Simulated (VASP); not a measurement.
# Be3N2 (P-3m1) in VASP: single point with LDA

Aim: the single point of Be3N2 with LDA.

Program: VASP 6.6.1. These are calculated values, not measurements. Logs are shortened: lines on timing, memory, paths and dates and some standing lists are left out, and cuts for length are marked.

### Step 1. The cell of the first run

The structure is trigonal, space group P-3m1 (No. 164). The conventional cell has a = 2.818 Å, b = 2.818 Å, c = 4.667 Å, α = 90.00°, β = 90.00°, γ = 120.00°. Be (site symmetry -3m) has 6 N at 2.01 Å and 6 Be at 2.31 Å within 2.7 Å. Be (site symmetry 3m) has 4 N at 1.69 to 1.85 Å and 3 Be at 2.14 Å within 2.2 Å. Within 2.2 Å of N (site symmetry 3m) lie 7 Be at 1.69 to 2.01 Å.

### Step 2. Single point, LDA

File INCAR:

```
SYSTEM = Be3N2
PREC     = Accurate       ! precision mode
ENCUT    = 520            ! plane-wave cutoff, eV
EDIFF    = 1E-6           ! SCF threshold, eV
ISMEAR   = 0              ! smearing method
SIGMA    = 0.05           ! smearing width, eV
LREAL    = .FALSE.        ! projectors in reciprocal space
LASPH    = .TRUE.         ! aspherical terms in the spheres
NELM     = 100            ! most SCF steps
ALGO     = Normal         ! electronic algorithm
ISIF     = 2              ! what is computed and relaxed
LWAVE    = .FALSE.        ! write WAVECAR
LCHARG   = .FALSE.        ! write CHGCAR
GGA      = CA             ! functional
NBANDS   = 16             ! bands
```

File KPOINTS:

```
Automatic mesh
0
G
  9 9 6
  0 0 0
```

File POSCAR:

```
Be3N2
1.0
    2.8177777140      0.0000000000      0.0000000000
   -1.4088888570      2.4402670826      0.0000000000
    0.0000000000      0.0000000000      4.6670220000
Be N
3 2
Direct
    0.0000000000      0.0000000000      0.0000000000
    0.6666666667      0.3333333333      0.6496330000
    0.3333333333      0.6666666667      0.3503670000
    0.3333333333      0.6666666667      0.7470580000
    0.6666666667      0.3333333333      0.2529420000
```

Potentials or basis: VASP PAW LDA potentials, release 64 (Be, N).

Run with:

```bash
$ cat potpaw_LDA.64/Be/POTCAR potpaw_LDA.64/N/POTCAR > POTCAR
$ mpirun -np 1 vasp_std > vasp.out
```

OUTCAR:

```text
SYSTEM = Be3N2
   PREC = Accurate
   ENCUT = 520
   EDIFF = 1E-6
   ISMEAR = 0
   LREAL = .FALSE.
   LASPH = .TRUE.
   NELM = 100
   ISIF = 2
   GGA = CA

 ion  position               nearest neighbor table
   1  0.000  0.000  0.000-   4 2.01   5 2.01   5 2.01   4 2.01   5 2.01   4 2.01   2 2.31   3 2.31
                             3 2.31   2 2.31   2 2.31   3 2.31
   2  0.667  0.333  0.650-   4 1.69   4 1.69   4 1.69   5 1.85   3 2.14   3 2.14   3 2.14   1 2.31
                             1 2.31   1 2.31
   3  0.333  0.667  0.350-   5 1.69   5 1.69   5 1.69   4 1.85   2 2.14   2 2.14   2 2.14   1 2.31
                             1 2.31   1 2.31
   4  0.333  0.667  0.747-   2 1.69   2 1.69   2 1.69   3 1.85   1 2.01   1 2.01   1 2.01
   5  0.667  0.333  0.253-   3 1.69   3 1.69   3 1.69   2 1.85   1 2.01   1 2.01   1 2.01

  LATTYP: Found a hexagonal cell.
 ALAT       =     2.8177777140
 C/A-ratio  =     1.6562775611

  Lattice vectors:

 A1 = (   2.8177777140,   0.0000000000,   0.0000000000)
 A2 = (  -1.4088888570,   2.4402670826,   0.0000000000)
 A3 = (   0.0000000000,   0.0000000000,   4.6670220000)

Analysis of symmetry for initial positions (statically):
=====================================================================
 Subroutine PRICEL returns:
 Original cell was already a primitive cell.

 Routine SETGRP: Setting up the symmetry group for a
 hexagonal supercell.

 Subroutine GETGRP returns: Found 12 space group operations
 (whereof 12 operations were pure point group operations)
 out of a pool of 24 trial point group operations.

The static configuration has the point symmetry D_3d.

Analysis of symmetry for dynamics (positions and initial velocities):
=====================================================================
 Subroutine PRICEL returns:
 Original cell was already a primitive cell.

 Routine SETGRP: Setting up the symmetry group for a
 hexagonal supercell.

 Subroutine GETGRP returns: Found 12 space group operations
 (whereof 12 operations were pure point group operations)
 out of a pool of 24 trial point group operations.

The dynamic configuration has the point symmetry D_3d.

 Subroutine INISYM returns: Found 12 space group operations
 (whereof 12 operations are pure point group operations),
 and found     1 'primitive' translations

----------------------------------------------------------------------------------------

                                     Primitive cell

  volume of cell :      32.0911

  direct lattice vectors                    reciprocal lattice vectors
     2.817777714  0.000000000  0.000000000     0.354889598  0.204895605  0.000000000
    -1.408888857  2.440267083  0.000000000     0.000000000  0.409791210  0.000000000
     0.000000000  0.000000000  4.667022000     0.000000000  0.000000000  0.214269399

  length of vectors
     2.817777714  2.817777714  4.667022000     0.409791210  0.409791210  0.214269399

  position of ions in fractional coordinates (direct lattice)
     0.000000000  0.000000000  0.000000000
     0.666666667  0.333333333  0.649633000
     0.333333333  0.666666667  0.350367000
     0.333333333  0.666666667  0.747058000
     0.666666667  0.333333333  0.252942000

  ion indices of the primitive-cell ions
   primitive index   ion index
                 1           1
                 2           2
                 3           3
                 4           4
                 5           5

----------------------------------------------------------------------------------------

 KPOINTS: Automatic mesh

Automatic generation of k-mesh.
 Grid dimensions read from file:
 generate k-points for:    9    9    6

 Generating k-lattice:

  Cartesian coordinates                     Fractional coordinates (reciprocal lattice)
     0.039432178  0.022766178  0.000000000     0.111111111  0.000000000  0.000000000
     0.000000000  0.045532357  0.000000000     0.000000000  0.111111111  0.000000000
     0.000000000  0.000000000  0.035711567     0.000000000  0.000000000  0.166666667

  Length of vectors
     0.045532357  0.045532357  0.035711567

  Shift w.r.t. Gamma in fractional coordinates (k-lattice)
     0.000000000  0.000000000  0.000000000

 Subroutine IBZKPT returns following result:
 ===========================================

 Found     62 irreducible k-points:

 Following reciprocal coordinates:
            Coordinates               Weight
  0.000000  0.000000  0.000000      1.000000
  0.111111  0.000000  0.000000      6.000000
  0.222222  0.000000  0.000000      6.000000
  0.333333  0.000000  0.000000      6.000000
  0.444444  0.000000  0.000000      6.000000
  0.111111  0.111111  0.000000      6.000000
[... 16 lines left out ...]
  0.222222  0.111111  0.166667     12.000000
 -0.111111  0.333333  0.166667     12.000000
 [... further k-points ...]
   k-points           NKPTS =     62   k-points in BZ     NKDIM =     62   number of bands    NBANDS=     16
   number of dos      NEDOS =    301   number of ions     NIONS =      5
   total plane-waves  NPLWV =  20736
   dimension x,y,z NGX =    24 NGY =   24 NGZ =   36
   dimension x,y,z NGXF=    48 NGYF=   48 NGZF=   72
   ions per type =               3   2
   NGX,Y,Z   is equivalent  to a cutoff of  14.16, 14.16, 12.82 a.u.
   NGXF,Y,Z  is equivalent  to a cutoff of  28.32, 28.32, 25.65 a.u.
 SYSTEM =  Be3N2
   PREC   = accura    normal or accurate (medium, high low for compatibility)
   ISTART =      0    job   : 0-new  1-cont  2-samecut
   ICHARG =      2    charge: 1-file 2-atom 10-const
   ISPIN  =      1    spin polarized calculation?
   LNONCOLLINEAR =      F non collinear calculations
   LSORBIT =      F    spin-orbit coupling
   LASPH  =      T    aspherical Exc in radial PAW
   ENCUT  =  520.0 eV  38.22 Ry    6.18 a.u.   5.24  5.24  8.68*2*pi/ulx,y,z
   NELM   =    100;   NELMIN=  2; NELMDL= -5     # of ELM steps
   EDIFF  = 0.1E-05   stopping-criterion for ELM
   LREAL  =      F    real-space projection
   EDIFFG = 0.1E-04   stopping-criterion for IOM
   NSW    =      0    number of steps for IOM
   IBRION =     -1    ionic relax: 0-MD 1-quasi-New 2-CG
   NFREE  =      0    steps in history (QN), initial steepest desc. (CG)
   ISIF   =      2    stress and relaxation
   ISYM   =      2    0-nonsym 1-usesym 2-fastsym
   POTIM  = 0.5000    time-step for ionic-motion
   TEBEG  =    0.0;   TEEND  =   0.0 temperature during run
   PSTRESS=    0.0 pullay stress
   NELECT =      16.0000    total number of electrons
   NUPDOWN=      -1.0000    fix difference up-down
   EMIN   =  10.00;   EMAX   =-10.00  energy-range for DOS
   EFERMI =   0.00;   METHOD = LEGACY
   ISMEAR =     0;   SIGMA  =   0.05  broadening in eV -4-tet -1-fermi 0-gaus
   EFERMI_NEDOS =   21; number of points for ismear=-14 and -15
   IALGO  =     38    algorithm
   IMIX   =      4    mixing-type and parameters
     AMIX     =   0.40;   BMIX     =  1.00
     AMIX_MAG =   1.60;   BMIX_MAG =  1.00
  volume/ion in A,a.u.               =       6.42        43.31
  Fermi-wavevector in a.u.,A,eV,Ry     =   1.298136  2.453121 22.927952  1.685157
  Thomas-Fermi vector in A             =   2.429484
   LORBIT       =      0    0 simple, 1 ext, 2 COOP (PROOUT), +10 PAW based schemes
   GGA     = CA    functional components
   LHFCALC =     F    Hartree Fock is set to
   AEXX    =    0.0000 exact exchange contribution
   IVDW    =     0    specifies the selected vdW correction
   LEPSILON=     F    determine dielectric tensor
   LRPA    =     F    only Hartree local field effects (RPA)
 non-spin polarized calculation
 Gauss-broadening in eV      SIGMA  =   0.05
  energy-cutoff  :      520.00
  volume of cell :       32.09
 maximum number of plane-waves:       882
 NGX is ok and might be reduce to    24
   NGX = 11   NGY = 11   NGZ = 17

 number of electron      15.9999998 magnetization

 Free energy of the ion-electron system (eV)
  ---------------------------------------------------
  ext. energy  EPLUGINS =         0.00000000
  ---------------------------------------------------
  free energy    TOTEN  =       -35.95561192 eV

  energy without entropy =      -35.95561192  energy(sigma->0) =      -35.95561192

 E-fermi :   7.0344     XC(G=0): -11.9329

 val. band max:        6.7652770054   @ k =   0.1111   0.0000   0.0000
 cond. band min:      10.9997076199   @ k =   0.0000   0.4444   0.3333
 fundamental gap:      4.2344306145
 Fermi energy:         7.0344262397

 k-point     1 :       0.0000    0.0000    0.0000
  band No.  band energies     occupation
      1     -10.1358      2.00000
      2      -7.5220      2.00000
      3      -1.4662      2.00000
      4       5.3004      2.00000
      5       5.3004      2.00000
      6       6.4182      2.00000
[... 8 lines left out ...]
     15      17.9007      0.00000
     16      19.9956      0.00000

 k-point     2 :       0.1111    0.0000    0.0000
  band No.  band energies     occupation
      1      -9.9556      2.00000
      2      -7.3937      2.00000
      3      -1.2694      2.00000
      4       4.2722      2.00000
      5       4.8396      2.00000
      6       5.7355      2.00000
[... 8 lines left out ...]
     15      18.1484      0.00000
     16      18.9478      0.00000

 k-point     3 :       0.2222    0.0000    0.0000
  band No.  band energies     occupation
      1      -9.4324      2.00000
      2      -7.0604      2.00000
      3      -0.7020      2.00000
      4       2.3622      2.00000
      5       3.9797      2.00000
      6       4.1475      2.00000
[... 8 lines left out ...]
     15      18.6662      0.00000
     16      19.0173      0.00000
[... 362 lines left out ...]
 k-point    23 :       0.2222    0.1111    0.1667
  band No.  band energies     occupation
      1      -8.8311      2.00000
      2      -7.0345      2.00000
      3       0.1562      2.00000
      4       1.7381      2.00000
      5       2.2769      2.00000
      6       3.8678      2.00000
[... 8 lines left out ...]
     15      18.7873      0.00000
     16      20.4318      0.00000

 k-point    24 :      -0.1111    0.3333    0.1667
  band No.  band energies     occupation
      1      -8.8433      2.00000
      2      -7.0066      2.00000
      3       0.0531      2.00000
      4       1.6203      2.00000
      5       2.4882      2.00000
      6       3.7372      2.00000
[... 8 lines left out ...]
     15      18.6545      0.00000
     16      20.5091      0.00000

 [... further k-points ...]

------------------------ aborting loop because EDIFF is reached ----------------------------------------

  FORCE on cell =-STRESS in cart. coord.  units (eV):
  Direction    XX          YY          ZZ          XY          YZ          ZX
  --------------------------------------------------------------------------------------
  -------------------------------------------------------------------------------------
  Total       -1.9486579     -1.9486579     -1.7829778      0.0000000      0.0000000      0.0000000
  in kB      -97.2886674    -97.2886674    -89.0169213      0.0000000      0.0000000      0.0000000
  external PRESSURE =     -94.5314187 kB  Pullay stress =       0.0000000 kB

 VOLUME and BASIS-vectors are now :
 -----------------------------------------------------------------------------
  energy-cutoff  :      520.00
  volume of cell :       32.09
      direct lattice vectors                 reciprocal lattice vectors
     2.817777714  0.000000000  0.000000000     0.354889598  0.204895605  0.000000000
    -1.408888857  2.440267083  0.000000000     0.000000000  0.409791210  0.000000000
     0.000000000  0.000000000  4.667022000     0.000000000  0.000000000  0.214269399

 POSITION                                       TOTAL-FORCE (eV/Angst)
 -----------------------------------------------------------------------------------
      0.00000      0.00000      0.00000        -0.000000      0.000000      0.000000
      1.40889      0.81342      3.03185        -0.000000      0.000000      0.006069
     -0.00000      1.62684      1.63517         0.000000     -0.000000     -0.006069
     -0.00000      1.62684      3.48654         0.000000     -0.000000     -0.097610
      1.40889      0.81342      1.18049        -0.000000      0.000000      0.097610
 -----------------------------------------------------------------------------------
    total drift:                                0.000000     -0.000000     -0.000000

  FREE ENERGIE OF THE ION-ELECTRON SYSTEM (eV)
  ---------------------------------------------------
  free  energy   TOTEN  =       -35.9556119210 eV

  energy  without entropy=      -35.9556119210  energy(sigma->0) =      -35.95561192
```

Run time: 22 s. Hardware: 1 thread of Intel Xeon Platinum 8375C at 2.90GHz (Ice Lake), shared host; peak memory 0.15 GiB.

What came out:

| Property | Result |
| --- | --- |
| Free energy | -35.9556 eV |
| Pressure | -9.5 GPa |
| Largest force | 0.098 eV/Å |
| Band gap on the k mesh | 4.23 eV, indirect (least direct gap 5.94 eV) |

Forces on the atoms (eV/Å):
```
Be   0.000  0.000  0.000
Be   0.000  0.000  0.006
Be   0.000  0.000 -0.006
N    0.000  0.000 -0.098
N    0.000  0.000  0.098
```

Stress tensor (GPa, compression positive):
```
-9.73  0.00  0.00
 0.00 -9.73  0.00
 0.00  0.00 -8.90
```
